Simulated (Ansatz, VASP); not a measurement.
## One calculation of BP, two programs

INCAR

```
SYSTEM = BP
PREC = Accurate
ENCUT = 520
EDIFF = 1E-6
ISMEAR = 0
SIGMA = 0.01
LREAL = .FALSE.
LASPH = .TRUE.
NELM = 60
ALGO = Normal
ISIF = 2
LWAVE = .FALSE.
LCHARG = .FALSE.
GGA = PE
NBANDS = 11
```

File KPOINTS:

```
regular mesh
0
G
  8 8 8
  0 0 0
```

Contents of POSCAR:

```
BP
1.0
    0.0000000000      2.2277929458      2.2277929458
    2.2277929458      0.0000000000      2.2277929458
    2.2277929458      2.2277929458      0.0000000000
B P
1 1
Direct
    0.0000000000      0.0000000000      0.0000000000
    0.2500000000      0.2500000000      0.2500000000
```

Input for Ansatz:

```yaml
crystal:
  lattice:
    - [0.0, 2.2277929458, 2.2277929458]
    - [2.2277929458, 0.0, 2.2277929458]
    - [2.2277929458, 2.2277929458, 0.0]
  atoms:
    - { symbol: B, position: [0.0, 0.0, 0.0] }
    - { symbol: P, position: [0.25, 0.25, 0.25] }
kpoints:
  mp_grid: { grid: [8, 8, 8] }
hamiltonian:
  xc: pbe
scf:
  occupations: { method: fixed }
  n_extra_bands: 4
output:
  forces: true
  stress: true
  eigenvalues: true
```

Alike in both runs: task single point; functional PBE; k mesh 8 × 8 × 8; no spin polarisation.

```csv
,VASP,Ansatz
version,VASP 6.6.1,Ansatz 0.2.0
potentials or method,"VASP PAW PBE potentials, release 64 (B, P)","plane waves, PAW"
plane-wave cutoff (eV),520,420
occupations,"gaussian, width 0.01 eV",fixed
valence electrons in the cell,8,8
```

|  | VASP | Ansatz | Ansatz less VASP |
| --- | --- | --- | --- |
| gap on the k mesh at the Fermi level (eV) | 1.20 | 1.21 | +0.004 |
| pressure (GPa) | 11.0 | 11.3 | +0.29 |
